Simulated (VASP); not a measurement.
Here is a VASP 6.6.1 calculation.

Contents of INCAR:

```
SYSTEM = Si3Sn
ALGO = Normal
EDIFF = 1E-7
ENCUT = 520
GGA = PE
ISIF = 2
ISMEAR = 0
LASPH = .TRUE.
LCHARG = .FALSE.
LREAL = .FALSE.
LWAVE = .FALSE.
NBANDS = 21
NELM = 100
PREC = Accurate
SIGMA = 0.01
```

The input KPOINTS:

```
k-points
0
G
  6 6 6
  0 0 0
```

File POSCAR:

```
Si3Sn
1.0
    2.0239181904      1.1685097120      6.6336726333
   -2.0239181904      1.1685097120      6.6336726333
    0.0000000000     -2.3370194240      6.6336726333
Si Sn
3 1
Direct
    1.0061337070      0.0061337070      0.0061337070
    0.4931881577      0.4931881577      0.4931881577
    0.3753444185      0.3753444185      0.3753444185
    0.8753337168      0.8753337168      0.8753337168
```

Potentials or basis: VASP PAW PBE potentials, release 64 (Si, Sn_d).

Launch:

```console
$ cat potpaw_PBE.64/Si/POTCAR potpaw_PBE.64/Sn_d/POTCAR > POTCAR
$ mpirun -np 1 vasp_std > vasp.out
```

**Question.** What does it give for the largest force?

**Answer.** 0.064 eV/Å.

**Question.** What does it give for the pressure?

**Answer.** 1.4 GPa.

**Question.** What does it give for the band gap on the k mesh?

**Answer.** 0.20 eV, indirect (least direct gap 0.35 eV).

Forces in eV/Å, atoms in the order of the input:
```
Si   0.000  0.000  0.063
Si   0.000  0.000 -0.064
Si   0.000  0.000 -0.034
Sn   0.000  0.000  0.035
```

Caveat: spin-orbit coupling is left out, which moves the levels of the heavy elements. A k mesh can miss the band edges.
